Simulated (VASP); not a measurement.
BaAg2F6, 9 atoms in the cell. The typed cell holds 9 atoms: a = 6.086 Å, b = 6.138 Å, c = 6.167 Å, α = 61.38°, β = 60.49°, γ = 60.57°. 

* Program: VASP 6.6.1
* Task: single point
* Functional: PBE
* Potentials or basis: VASP PAW PBE potentials, release 64 (Ba_sv, Ag, F)
* Cutoff: 520 eV
* k mesh: 4 × 4 × 4
* Occupations: gaussian, width 0.2 eV
* Spin: no spin polarisation
* Dipole correction: no
* Further INCAR settings: ALGO = Normal; EDIFF = 1e-07; NBANDS = 47

Potentials or basis: VASP PAW PBE potentials, release 64 (Ba_sv, Ag, F).

Run with:

```sh
$ cat potpaw_PBE.64/Ba_sv/POTCAR potpaw_PBE.64/Ag/POTCAR potpaw_PBE.64/F/POTCAR > POTCAR
$ mpirun -np 1 vasp_std > vasp.out
```

Hardware: 1 thread of Intel(R) Xeon(R) 6975P-C (Granite Rapids), with other jobs on the host.

**Question.** How long does it take, and how much memory?

**Answer.** Wall time 3 min on 1 thread of Intel(R) Xeon(R) 6975P-C (Granite Rapids), on a shared host, peak memory 0.46 GiB. Counts: scf iterations 19, k points 36.
